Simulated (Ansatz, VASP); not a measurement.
**InP in VASP and in Ansatz**

Contents of INCAR:

```
SYSTEM = InP
  PREC = Accurate
  ENCUT = 520
  EDIFF = 1E-6
  ISMEAR = 0
  SIGMA = 0.05
  LREAL = .FALSE.
  LASPH = .TRUE.
  NELM = 60
  ALGO = Normal
  ISIF = 2
  LWAVE = .FALSE.
  LCHARG = .TRUE.
  GGA = PS
  LELF = .TRUE.
  LVHAR = .TRUE.
  NBANDS = 16
```

KPOINTS

```
regular mesh
0
G
  8 8 8
  0 0 0
```

File POSCAR:

```
InP
1.0
    0.0000000000      3.2601812500      2.9305000000
    3.2601812500      0.0000000000      2.9305000000
    3.2601812500      3.2601812500      0.0000000000
In P
1 1
Direct
    0.0000000000      0.0000000000      0.0000000000
    0.7500000000      0.7500000000      0.7500000000
```

Input for Ansatz:

```yaml
crystal:
  lattice:
    - [0.0, 3.26018125, 2.9305]
    - [3.26018125, 0.0, 2.9305]
    - [3.26018125, 3.26018125, 0.0]
  atoms:
    - { symbol: In, position: [0.0, 0.0, 0.0] }
    - { symbol: P, position: [0.75, 0.75, 0.75] }
basis:
  ecutwfc: 420
kpoints:
  mp_grid: { grid: [8, 8, 8] }
hamiltonian:
  xc: pbesol
scf:
  occupations: { method: gaussian, width: 0.05 }
output:
  forces: true
  stress: true
  eigenvalues: true
  write_density: true
  write_potential: true
  elf: true
  volumetric_format: npy
```

Change from the starting cell: strain +0.1125 x Voigt [1, 1, 0, 0, 0, 0], atoms carried along.

Alike in both runs: task single point; functional PBEsol; k mesh 8 × 8 × 8; occupations gaussian, width 0.05 eV; no spin polarisation.

|  | VASP | Ansatz |
| --- | --- | --- |
| version | VASP 6.6.1 | Ansatz 0.2.0 |
| potentials or method | VASP PAW PBE potentials, release 64 (In_d, P), cutoff 520 eV | scalar-relativistic, plane waves, PAW |
| valence electrons in the cell | 18 | 18 |

Ansatz gave:

```
gap on the k mesh at the Fermi level (eV)                     : 0.23
least direct gap on the mesh (eV)                             : 0.36
pressure (GPa)                                                : -8.4
traceless stress, the component that is largest in VASP (GPa) : 2.52
```

What did VASP give for the same quantities?

gap on the k mesh at the Fermi level (eV): 0.23; least direct gap on the mesh (eV): 0.36; pressure (GPa): -8.5; traceless stress, the component that is largest in VASP (GPa): 2.52.

VASP's potentials were made for PBE, not for PBEsol. The functional is the same, so the differences come from potentials, cutoffs and numerics.
